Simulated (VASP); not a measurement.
## SnO2: single point with LDA

The system is SnO2.

```xyz
12
Lattice="5.0011 0.0000 0.0000 0.0000 5.0011 0.0000 0.0000 0.0000 5.0011" Properties=species:S:1:pos:R:3 pbc="T T T"
Sn    0.0000    0.0000    0.0000
Sn    2.5005    0.0000    2.5005
Sn    2.5005    2.5005    0.0000
Sn    0.0000    2.5005    2.5005
O     3.2944    4.2072    0.7938
O     4.2072    0.7938    3.2944
O     0.7938    3.2944    4.2072
O     1.7067    1.7067    1.7067
O     3.2944    3.2944    3.2944
O     4.2072    1.7067    0.7938
O     0.7938    4.2072    1.7067
O     1.7067    0.7938    4.2072
```

```json
{
 "Program": "VASP 6.6.1",
 "Task": "single point",
 "Functional": "LDA",
 "Potentials or basis": "VASP PAW LDA potentials, release 64 (Sn_d, O)",
 "Cutoff": "520 eV",
 "k mesh": "4 × 4 × 4",
 "Occupations": "fermi-dirac, width 0.05 eV",
 "Spin": "no spin polarisation",
 "Dipole correction": "no",
 "Further INCAR settings": "ALGO = Normal; EDIFF = 1e-06; NBANDS = 64"
}
```

```json
{
  "Pressure": "11.3 GPa",
  "Largest force": "0.004 eV/Å",
  "Band gap on the k mesh": "1.61 eV, indirect (least direct gap 1.68 eV)"
}
```

Forces on the atoms (eV/Å):
```
Sn   0.000  0.000  0.000
Sn   0.000  0.000  0.000
Sn   0.000  0.000  0.000
Sn   0.000  0.000  0.000
O   -0.002  0.002 -0.002
O    0.002 -0.002 -0.002
O   -0.002 -0.002  0.002
O    0.002  0.002  0.002
O   -0.002 -0.002 -0.002
O    0.002  0.002 -0.002
O   -0.002  0.002  0.002
O    0.002 -0.002  0.002
```

Levels at points of the mesh, in eV from the valence-band top:
```csv
k point,band 50,band 51,band 52,band 53,band 54,band 55
"(0.00, 0.00, 0.00)",-0.07,-0.07,-0.07,1.61,6.72,6.72
"(0.50, 0.00, 0.00)",-0.49,0.00,0.00,4.61,4.61,5.64
"(0.50, 0.50, 0.00)",-0.32,-0.32,-0.32,5.41,5.41,5.41
"(0.50, 0.50, 0.50)",-0.64,-0.64,-0.64,5.96,5.96,5.96
```

Wall time 42 s on 1 thread of Intel(R) Xeon(R) 6975P-C (Granite Rapids) (shared host), peak memory 0.22 GiB.

Caveat: spin-orbit coupling is left out, which moves the levels of the heavy elements. A k mesh can miss the band edges.
